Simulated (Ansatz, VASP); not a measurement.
**Be2C in VASP and in Ansatz**

```
C Be
1.0
     0.00000    2.16049    2.16049
     2.16049    0.00000    2.16049
     2.16049    2.16049    0.00000
C Be
1 2
Direct
  0.00000 0.00000 0.00000
  0.25000 0.25000 0.25000
  0.75000 0.75000 0.75000
```

Alike in both runs: task single point; functional PBE; k mesh 8 × 8 × 8; occupations gaussian, width 0.001 eV; no spin polarisation.

```csv
,VASP,Ansatz
version,VASP 6.6.1,Ansatz 0.2.0
potentials or method,"VASP PAW PBE potentials, release 64 (C, Be)",plane waves
plane-wave cutoff (eV),600,420
valence electrons in the cell,8,8
```

```tsv
	VASP	Ansatz	Ansatz less VASP
gap on the k mesh at the Fermi level (eV)	1.16	1.17	+0.013
pressure (GPa)	1.3	1.0	-0.27
```
